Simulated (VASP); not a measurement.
Here is a VASP 6.6.1 calculation.

Contents of POSCAR:

```
MgO
1.0
    3.3353094178      0.0000000000      0.0000000000
   -1.6676547089      2.8884626853      0.0000000000
    0.0000000000      0.0000000000      4.3010910071
Mg O
2 2
Direct
    0.6666666667      0.3333333333      0.7500000000
    0.3333333333      0.6666666667      0.2500000000
    0.6666666667      0.3333333333      0.2500000000
    0.3333333333      0.6666666667      0.7500000000
```

INCAR.step1

```
SYSTEM = MgO
ALGO     = Normal         ! electronic algorithm
EDIFF    = 1E-4           ! SCF threshold, eV
ENCUT    = 520            ! plane-wave cutoff, eV
GGA      = PE             ! functional
ISMEAR   = 0              ! smearing method
LASPH    = .TRUE.         ! aspherical terms in the spheres
LCHARG   = .FALSE.        ! write CHGCAR
LREAL    = .FALSE.        ! projectors in reciprocal space
LWAVE    = .TRUE.         ! write WAVECAR
NBANDS   = 16             ! bands
NELM     = 80             ! most SCF steps
PREC     = Accurate       ! precision mode
SIGMA    = 0.01           ! smearing width, eV
```

Contents of INCAR.step2:

```
SYSTEM = MgO
ALGO     = Normal         ! electronic algorithm
EDIFF    = 1E-6           ! SCF threshold, eV
ENCUT    = 520            ! plane-wave cutoff, eV
ISIF     = 2              ! what is computed and relaxed
ISMEAR   = 0              ! smearing method
ISTART   = 1            
LASPH    = .TRUE.         ! aspherical terms in the spheres
LCHARG   = .FALSE.        ! write CHGCAR
LMIXTAU  = .TRUE.       
LREAL    = .FALSE.        ! projectors in reciprocal space
LWAVE    = .FALSE.        ! write WAVECAR
METAGGA  = R2SCAN         ! meta-GGA
NBANDS   = 16             ! bands
NELM     = 80             ! most SCF steps
PREC     = Accurate       ! precision mode
SIGMA    = 0.01           ! smearing width, eV
```

KPOINTS

```
k-points
0
G
  12 12 6
  0 0 0
```

Potentials or basis: VASP PAW PBE potentials, release 64 (Mg, O).

Run with:

```sh
$ cat potpaw_PBE.64/Mg/POTCAR potpaw_PBE.64/O/POTCAR > POTCAR
$ cp INCAR.step1 INCAR
$ mpirun -np 1 vasp_std > vasp.out
$ cp INCAR.step2 INCAR
$ mpirun -np 1 vasp_std > vasp.out
```

Estimate the band gap on the k mesh.

4.37 eV.

What does it give for the pressure?

9.8 GPa.

Stress tensor (GPa, compression positive):
```
15.18  0.00  0.00
 0.00 15.18  0.00
 0.00  0.00 -0.98
```

Caveat: the cell differs from its parent crystal (epitaxial xy strain -4.3%); the cell stands under pressure; the PAW data sets were made with another functional, which shifts forces and pressure a little. A k mesh can miss the band edges.
